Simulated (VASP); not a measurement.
# Ir (P6_3/mmc) in VASP: relaxation of shape and atoms at fixed volume with r2SCAN

Aim: the relaxation of shape and atoms at fixed volume of Ir with r2SCAN.

Everything below comes from runs of VASP 6.6.1. Logs are shortened: lines on timing, memory, paths and dates and some standing lists are left out, and cuts for length are marked.

### 1 The cell of the first run

The structure is hexagonal, space group P6_3/mmc (No. 194). The conventional cell has a = 2.702 Å, b = 2.702 Å, c = 4.373 Å, α = 90.00°, β = 90.00°, γ = 120.00°. Within 3.5 Å of Ir (site symmetry -6m2) lie 12 Ir at 2.69 to 2.70 Å.

This isn't the form of Ir at room conditions, which is fcc.

### 2 Relaxation of shape and atoms at fixed volume, r2SCAN (13.82 Å³/atom)

POSCAR

```
Ir
1.0
    2.7015893386      0.0000000000      0.0000000000
   -1.3507946693      2.3396449978      0.0000000000
    0.0000000000      0.0000000000      4.3732474603
Ir
2
Direct
    0.3333333333      0.6666666667      0.7500000000
    0.6666666667      0.3333333333      0.2500000000
```

INCAR.step1

```
  ALGO = Normal
  EDIFF = 1E-4
  ENCUT = 600
  GGA = PE
  ISMEAR = 0
  LASPH = T
  LCHARG = F
  LREAL = F
  LWAVE = T
  NELM = 100
  PREC = Accurate
  SIGMA = 0.05
```

INCAR.step2

```
  ALGO = Normal
  EDIFF = 1E-7
  EDIFFG = -0.04
  ENCUT = 600
  IBRION = 2
  ISIF = 4
  ISMEAR = 0
  ISTART = 1
  LASPH = T
  LCHARG = F
  LMIXTAU = T
  LREAL = F
  LWAVE = F
  METAGGA = R2SCAN
  NELM = 100
  NSW = 60
  PREC = Accurate
  SIGMA = 0.05
```

KPOINTS

```
k-points
0
Gamma
  18 18 10
```

Potentials or basis: VASP PAW PBE potentials, release 64 (Ir).

Command:

```bash
cat potpaw_PBE.64/Ir/POTCAR > POTCAR
cp INCAR.step1 INCAR
mpirun -np 1 vasp_std > vasp.out
cp INCAR.step2 INCAR
mpirun -np 1 vasp_std > vasp.out
```

OUTCAR:

```text
EDIFF = 1E-7
   EDIFFG = -0.04
   ENCUT = 600
   IBRION = 2
   ISIF = 4
   ISMEAR = 0
   ISTART = 1
   LASPH = T
   LREAL = F
   METAGGA = R2SCAN
   NELM = 100
   NSW = 60
   PREC = Accurate

 ion  position               nearest neighbor table
   1  0.333  0.667  0.750-   2 2.69   2 2.69   2 2.69   2 2.69   2 2.69   2 2.69
   2  0.667  0.333  0.250-   1 2.69   1 2.69   1 2.69   1 2.69   1 2.69   1 2.69

  LATTYP: Found a hexagonal cell.
 ALAT       =     2.7015893386
 C/A-ratio  =     1.6187684034

  Lattice vectors:

 A1 = (   2.7015893386,   0.0000000000,   0.0000000000)
 A2 = (  -1.3507946693,   2.3396449978,   0.0000000000)
 A3 = (   0.0000000000,   0.0000000000,   4.3732474603)

Analysis of symmetry for initial positions (statically):
=====================================================================
 Subroutine PRICEL returns:
 Original cell was already a primitive cell.

 Routine SETGRP: Setting up the symmetry group for a
 hexagonal supercell.

 Subroutine GETGRP returns: Found 24 space group operations
 (whereof 12 operations were pure point group operations)
 out of a pool of 24 trial point group operations.

The static configuration has the point symmetry D_3d.
 The point group associated with its full space group is D_6h.

Analysis of symmetry for dynamics (positions and initial velocities):
=====================================================================
 Subroutine PRICEL returns:
 Original cell was already a primitive cell.

 Routine SETGRP: Setting up the symmetry group for a
 hexagonal supercell.

 Subroutine GETGRP returns: Found 24 space group operations
 (whereof 12 operations were pure point group operations)
 out of a pool of 24 trial point group operations.

The dynamic configuration has the point symmetry D_3d.
 The point group associated with its full space group is D_6h.

 Subroutine INISYM returns: Found 24 space group operations
 (whereof 12 operations are pure point group operations),
 and found     1 'primitive' translations

----------------------------------------------------------------------------------------

                                     Primitive cell

  volume of cell :      27.6422

  direct lattice vectors                    reciprocal lattice vectors
     2.701589339  0.000000000  0.000000000     0.370152482  0.213707635  0.000000000
    -1.350794669  2.339644998  0.000000000     0.000000000  0.427415271  0.000000000
     0.000000000  0.000000000  4.373247460     0.000000000  0.000000000  0.228663027

  length of vectors
     2.701589339  2.701589339  4.373247460     0.427415271  0.427415271  0.228663027

  position of ions in fractional coordinates (direct lattice)
     0.333333333  0.666666667  0.750000000
     0.666666667  0.333333333  0.250000000

  ion indices of the primitive-cell ions
   primitive index   ion index
                 1           1
                 2           2

----------------------------------------------------------------------------------------

 KPOINTS: k-points

Automatic generation of k-mesh.
 Grid dimensions read from file:
 generate k-points for:   18   18   10

 Generating k-lattice:

  Cartesian coordinates                     Fractional coordinates (reciprocal lattice)
     0.020564027  0.011872646  0.000000000     0.055555556 -0.000000000  0.000000000
     0.000000000  0.023745293  0.000000000     0.000000000  0.055555556  0.000000000
     0.000000000  0.000000000  0.022866303     0.000000000  0.000000000  0.100000000

  Length of vectors
     0.023745293  0.023745293  0.022866303

  Shift w.r.t. Gamma in fractional coordinates (k-lattice)
     0.000000000  0.000000000  0.000000000

[... 62 lines left out ...]
   NUPDOWN=      -1.0000    fix difference up-down
   EMIN   =  10.00;   EMAX   =-10.00  energy-range for DOS
   EFERMI =   0.00;   METHOD = LEGACY
   ISMEAR =     0;   SIGMA  =   0.05  broadening in eV -4-tet -1-fermi 0-gaus
   EFERMI_NEDOS =   21; number of points for ismear=-14 and -15
   IALGO  =     38    algorithm
   IMIX   =      4    mixing-type and parameters
     AMIX     =   0.40;   BMIX     =  1.00
     AMIX_MAG =   1.60;   BMIX_MAG =  1.00
  volume/ion in A,a.u.               =      13.82        93.27
  Fermi-wavevector in a.u.,A,eV,Ry     =   1.418974  2.681473 27.395171  2.013488
  Thomas-Fermi vector in A             =   2.540044
   LORBIT       =      0    0 simple, 1 ext, 2 COOP (PROOUT), +10 PAW based schemes
   METAGGA = R2SCAN    functional components
   LHFCALC =     F    Hartree Fock is set to
   AEXX    =    0.0000 exact exchange contribution
   IVDW    =     0    specifies the selected vdW correction
   LEPSILON=     F    determine dielectric tensor
   LRPA    =     F    only Hartree local field effects (RPA)
 conjugate gradient relaxation of ions
 non-spin polarized calculation
 Gauss-broadening in eV      SIGMA  =   0.05
  energy-cutoff  :      600.00
  volume of cell :       27.64
 maximum number of plane-waves:       966
 NGX is ok and might be reduce to    24
   NGX = 11   NGY = 11   NGZ = 17

--------------------------------------- Ionic step        1  -------------------------------------------

 number of electron      18.0000001 magnetization

 Free energy of the ion-electron system (eV)
  ---------------------------------------------------
  ext. energy  EPLUGINS =         0.00000000
  ---------------------------------------------------
  free energy    TOTEN  =      -104.50867219 eV

  energy without entropy =     -104.50636370  energy(sigma->0) =     -104.50751794

------------------------ aborting loop because EDIFF is reached ----------------------------------------

  FORCE on cell =-STRESS in cart. coord.  units (eV):
  Direction    XX          YY          ZZ          XY          YZ          ZX
  --------------------------------------------------------------------------------------
  -------------------------------------------------------------------------------------
  Total        2.6594065      2.6594065      2.7956649      0.0000000     -0.0000000      0.0000000
  in kB      154.1423446    154.1423446    162.0400430      0.0000000     -0.0000000      0.0000000
  external PRESSURE =     156.7749107 kB  Pullay stress =       0.0000000 kB

 VOLUME and BASIS-vectors are now :
 -----------------------------------------------------------------------------
  energy-cutoff  :      600.00
  volume of cell :       27.64
      direct lattice vectors                 reciprocal lattice vectors
     2.701589339  0.000000000  0.000000000     0.370152482  0.213707635  0.000000000
    -1.350794669  2.339644998  0.000000000     0.000000000  0.427415271  0.000000000
     0.000000000  0.000000000  4.373247460     0.000000000  0.000000000  0.228663027

 POSITION                                       TOTAL-FORCE (eV/Angst)
 -----------------------------------------------------------------------------------
     -0.00000      1.55976      3.27994        -0.000000      0.000000      0.000000
      1.35079      0.77988      1.09331         0.000000      0.000000      0.000000
 -----------------------------------------------------------------------------------
    total drift:                               -0.000000      0.000000     -0.000000

  FREE ENERGIE OF THE ION-ELECTRON SYSTEM (eV)
  ---------------------------------------------------
  free  energy   TOTEN  =      -104.5086721897 eV

  energy  without entropy=     -104.5063637001  energy(sigma->0) =     -104.50751794

--------------------------------------- Ionic step        2  -------------------------------------------

 number of electron      18.0000001 magnetization

 Free energy of the ion-electron system (eV)
  ---------------------------------------------------
  ext. energy  EPLUGINS =         0.00000000
  ---------------------------------------------------
  free energy    TOTEN  =      -104.50868981 eV

  energy without entropy =     -104.50636058  energy(sigma->0) =     -104.50752519

 E-fermi :  10.7410     XC(G=0): -15.4984

 val. band max:       10.7394214613   @ k =   0.3333   0.3333   0.1000
 cond. band min:      10.7505079258   @ k =   0.3889   0.0000   0.0000
 fundamental gap:      0.0110864646
 Fermi energy:        10.7409615776

 k-point     1 :       0.0000    0.0000    0.0000
  band No.  band energies     occupation
      1      -1.2081      2.00000
      2       1.9240      2.00000
      3       6.4542      2.00000
      4       6.5745      2.00000
      5       6.5745      2.00000
      6       7.2805      2.00000
      7       7.2805      2.00000
      8       8.1552      2.00000
      9       8.1552      2.00000
     10       9.8541      2.00000
     11      11.0190      0.00000
     12      11.0190      0.00000
     13      18.4166      0.00000
[... 354 lines left out ...]
  band No.  band energies     occupation
      1       2.9529      2.00000
      2       3.0608      2.00000
      3       3.3931      2.00000
      4       6.1378      2.00000
      5       6.3966      2.00000
      6       6.8401      2.00000
      7       7.4896      2.00000
      8      10.9203      0.00000
      9      11.4350      0.00000
     10      11.5400      0.00000
     11      13.5133      0.00000
     12      16.9278      0.00000
     13      19.5320      0.00000

 [... further k-points ...]

------------------------ aborting loop because EDIFF is reached ----------------------------------------

  FORCE on cell =-STRESS in cart. coord.  units (eV):
  Direction    XX          YY          ZZ          XY          YZ          ZX
  --------------------------------------------------------------------------------------
  -------------------------------------------------------------------------------------
  Total        2.7408625      2.7408625      2.6223393     -0.0000000     -0.0000000      0.0000000
  in kB      158.8636267    158.8636267    151.9938829     -0.0000000     -0.0000000      0.0000000
  external PRESSURE =     156.5737121 kB  Pullay stress =       0.0000000 kB

 VOLUME and BASIS-vectors are now :
 -----------------------------------------------------------------------------
  energy-cutoff  :      600.00
  volume of cell :       27.64
      direct lattice vectors                 reciprocal lattice vectors
     2.698632774 -0.000000000  0.000000000     0.370558014  0.213941769  0.000000000
    -1.349316387  2.337084538  0.000000000     0.000000000  0.427883538  0.000000000
     0.000000000 -0.000000000  4.382835184    -0.000000000 -0.000000000  0.228162812

 POSITION                                       TOTAL-FORCE (eV/Angst)
 -----------------------------------------------------------------------------------
     -0.00000      1.55806      3.28713        -0.000000      0.000000      0.000000
      1.34932      0.77903      1.09571         0.000000     -0.000000      0.000000
 -----------------------------------------------------------------------------------
    total drift:                               -0.000000      0.000000     -0.000000

  FREE ENERGIE OF THE ION-ELECTRON SYSTEM (eV)
  ---------------------------------------------------
  free  energy   TOTEN  =      -104.5086898069 eV

  energy  without entropy=     -104.5063605792  energy(sigma->0) =     -104.50752519

 reached required accuracy - stopping structural energy minimisation
```

It took 5.8 min on 1 thread of Intel Xeon 8259CL, shared host; peak memory 0.24 GiB.

What came out:

* Free energy: -104.5087 eV
* Energy gained by relaxing: 0.0 meV/atom
* Ionic steps: 2
* Pressure after relaxing: 15.7 GPa
* Band gap on the k mesh: zero (bands 9 and 10 overlap by 3.60 eV)

Final structure:
```
CELL_PARAMETERS angstrom
2.69863 0.00000 0.00000
-1.34932 2.33708 0.00000
0.00000 0.00000 4.38284
ATOMIC_POSITIONS crystal
Ir 0.33333 0.66667 0.75000
Ir 0.66667 0.33333 0.25000
```

Levels at points of the mesh, in eV from the Fermi level:
```tsv
k point	band 5	band 6	band 7	band 8	band 9	band 10	band 11	band 12	band 13
(0.00, 0.00, 0.00)	-4.17	-3.46	-3.46	-2.59	-2.59	-0.89	0.28	0.28	7.68
(0.50, 0.00, 0.00)	-3.90	-3.69	-3.24	0.78	1.03	1.22	3.19	4.77	8.87
(0.00, 0.00, 0.50)	-4.30	-4.30	-4.30	-4.30	-0.53	-0.53	-0.53	-0.53	14.41
(0.50, 0.00, 0.50)	-2.33	-2.33	-1.05	-1.05	1.04	1.04	2.16	2.16	8.34
```

Caveat: the PAW data sets were made with another functional, which shifts forces and pressure a little; spin-orbit coupling is left out, which moves the levels of the heavy elements.
